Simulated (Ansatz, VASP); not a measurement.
# Sn in VASP and in Ansatz

File INCAR:

```
PREC = Accurate ; ENCUT = 520
EDIFF = 1E-6 ; ISMEAR = -1
SIGMA = 0.1 ; LREAL = False
LASPH = True ; NELM = 100
ALGO = Normal ; ISIF = 2
LWAVE = False ; LCHARG = False
NBANDS = 13
```

KPOINTS

```
Automatic mesh
0
Gamma
  13 13 13
```

File POSCAR:

```
Sn
1.0
   -1.8765692686      1.8765692686      1.8765692686
    1.8765692686     -1.8765692686      1.8765692686
    1.8765692686      1.8765692686     -1.8765692686
Sn
1
Direct
    0.0000000000      0.0000000000      0.0000000000
```

Input for Ansatz:

```yaml
crystal:
  lattice:
    - [-1.8765692686, 1.8765692686, 1.8765692686]
    - [1.8765692686, -1.8765692686, 1.8765692686]
    - [1.8765692686, 1.8765692686, -1.8765692686]
  atoms:
    - { symbol: Sn, position: [0.0, 0.0, 0.0] }
hamiltonian:
  xc: lda
  pseudopotentials:
    kind: paw
    azcp:
      Sn: "pseudopotentials/Sn.paw.azcp"
basis:
  ecutwfc: 420
  fft_grid_basis: typed
kpoints:
  mp_grid: { grid: [13, 13, 13], shift: [0, 0, 0] }
magnetization:
  spin_polarized: false
scf:
  occupations: { method: fermi_dirac, width: 0.1 }
  lower_state_search: "off"
output:
  stress: true
```

Alike in both runs: task single point; functional LDA; k mesh 13 × 13 × 13; occupations fermi-dirac, width 0.1 eV; no spin polarisation.

```csv
,VASP,Ansatz
version,VASP 6.6.1,Ansatz 0.2.0
potentials or method,"VASP PAW LDA potentials, release 64 (Sn_d), cutoff 520 eV","plane waves (420 eV) with PAW, scalar-relativistic"
valence electrons in the cell,14,14
```

```tsv
	VASP	Ansatz	Ansatz less VASP
pressure (GPa)	-1.9	-1.9	+0.02
```

Ansatz warns that its potentials were made for another functional, while VASP's fit it. LDA's correlation is that of Perdew and Zunger in VASP and of Perdew and Wang (1992) in Ansatz.
